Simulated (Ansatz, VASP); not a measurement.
# SnO: VASP beside Ansatz

File INCAR:

```
PREC     = Accurate       # precision mode
ENCUT    = 520            # plane-wave cutoff, eV
EDIFF    = 1E-6           # SCF threshold, eV
ISMEAR   = 0              # smearing method
SIGMA    = 0.15           # smearing width, eV
LREAL    = False          # projectors in reciprocal space
LASPH    = True           # aspherical terms in the spheres
NELM     = 60             # most SCF steps
ALGO     = Normal         # electronic algorithm
ISIF     = 2              # what is computed and relaxed
LWAVE    = False          # write WAVECAR
LCHARG   = True           # write CHGCAR
GGA      = PS             # functional
IVDW     = 12             # dispersion correction
LELF     = True           # ELF
LVHAR    = True         
NBANDS   = 28             # bands
```

The input KPOINTS:

```
Automatic mesh
0
Gamma
  12 12 10
```

File POSCAR:

```
SnO
1.0
    3.9921000000      0.0000000000      0.0000000000
    0.0000000000      3.9921000000      0.0000000000
    0.0000000000      0.0000000000      4.9569000000
Sn O
2 2
Direct
    0.0000000000      0.5000000000      0.2385000000
    0.5000000000      0.0000000000      0.7615000000
    0.0000000000      0.0000000000      0.0000000000
    0.5000000000      0.5000000000      0.0000000000
```

Input for Ansatz:

```yaml
crystal:
  lattice:
    - [3.9921, 0.0, 0.0]
    - [0.0, 3.9921, 0.0]
    - [0.0, 0.0, 4.9569]
  atoms:
    - { symbol: Sn, position: [0.0, 0.5, 0.2385] }
    - { symbol: Sn, position: [0.5, 0.0, 0.7615] }
    - { symbol: O, position: [0.0, 0.0, 0.0] }
    - { symbol: O, position: [0.5, 0.5, 0.0] }
basis:
  ecutwfc: 420
kpoints:
  mp_grid: { grid: [12, 12, 10] }
hamiltonian:
  xc: pbesol
  dispersion: d3bj
scf:
  occupations: { method: gaussian, width: 0.15 }
output:
  forces: true
  stress: true
  eigenvalues: true
```

Change from the starting cell: strain +0.050 along x and y, +0.025 along z, atoms carried along.

Alike in both runs: task single point; functional PBEsol; dispersion D3(BJ); k mesh 12 × 12 × 10; occupations gaussian, width 0.15 eV; no spin polarisation.

```csv
,VASP,Ansatz
version,VASP 6.6.1,Ansatz 0.2.0
potentials or method,"VASP PAW PBE potentials, release 64 (Sn_d, O), cutoff 520 eV","scalar-relativistic, plane waves, PAW"
valence electrons in the cell,40,40
```

```csv
,VASP,Ansatz,Ansatz less VASP
gap on the k mesh at the Fermi level (eV),0.49,0.49,-0.004
least direct gap on the mesh (eV),1.90,1.93,+0.026
pressure (GPa),-10.7,-10.8,-0.12
"traceless stress, the component that is largest in VASP (GPa)",2.15,2.14,-0.011
rms of the force components (eV/Å),0.479,0.503,+0.0242
```

VASP's potentials were made for PBE, not for PBEsol. Atom by atom the forces differ by 0.024 eV/Å (rms over components).
